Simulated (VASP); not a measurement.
I, 4 atoms in the cell. It takes space group Cmce (No. 64, orthorhombic). Conventional cell: a = 6.907 Å, b = 4.551 Å, c = 9.305 Å, α = 90.00°, β = 90.00°, γ = 90.00°. Within 3.8 Å of I (site symmetry m) lie 4 I at 2.79 to 3.74 Å. 

```yaml
Program: VASP 6.6.1
Task: single point
Functional: LDA
Potentials_or_basis: VASP PAW LDA potentials, release 64 (I)
Cutoff: 520 eV
k_mesh: 5 × 5 × 2
Occupations: gaussian, width 0.05 eV
Spin: no spin polarisation
Dipole_correction: no
Further_INCAR_settings: ALGO = Normal; EDIFF = 1e-07; NBANDS = 22
```

Potentials or basis: VASP PAW LDA potentials, release 64 (I).

The run is started by

```sh
$ cat potpaw_LDA.64/I/POTCAR > POTCAR
$ mpirun -np 1 vasp_std > vasp.out
```

Hardware: 1 thread of AMD EPYC 7R43 64-Core Processor (Zen 3), with other jobs on the host.

Q: How long does it take, and how much memory?

A: Run time: 110 s on 1 thread of AMD EPYC 7R43 64-Core Processor (Zen 3), on a shared host, peak memory 0.18 GiB. Counts: scf iterations 16, k points 18.
